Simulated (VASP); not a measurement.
Runs of VASP 6.6.1 on CsPbBr3. The structure is that of space group Pm-3m (No. 221), or close to it. The cells are those of the table. 

```tsv
level	cell	smearing	gap on the mesh (eV)	pressure (GPa)
r2SCAN	a = 5.741, b = 5.943, c = 5.943 Å, 5 atoms	gaussian 0.01 eV	1.81	(b)
PBE	a = 6.233 Å, 5 atoms	fermi-dirac 0.02 eV	2.09	-1.6
PBE	a = 5.943, b = 6.035 Å, 5 atoms	fermi-dirac 0.02 eV	(a)	0.4
r2SCAN	a = 6.233 Å, 5 atoms	gaussian 0.01 eV	2.49	-2.2
PBE	a = 5.741, b = 5.943, c = 5.943 Å, 5 atoms	fermi-dirac 0.02 eV	1.44	1.6
r2SCAN	a = 5.943, b = 6.035 Å, 5 atoms	gaussian 0.01 eV	(c)	-0.3
```

Alike in all rows: task single point; potentials or basis VASP PAW PBE potentials, release 64 (Cs_sv, Pb_d, Br); no spin polarisation; k mesh 4 × 4 × 4; cutoff (eV) 520.

Question: Fill in the values left out.

Answer: (a) 1.66; (b) 0.9; (c) 2.04.

Caveats: spin-orbit coupling is left out, which moves the levels of the heavy elements; the PAW data sets were made with another functional, which shifts forces and pressure a little (at least some runs).

A k mesh can miss the band edges, and the runs leave out spin-orbit coupling on Br, Cs, Pb.
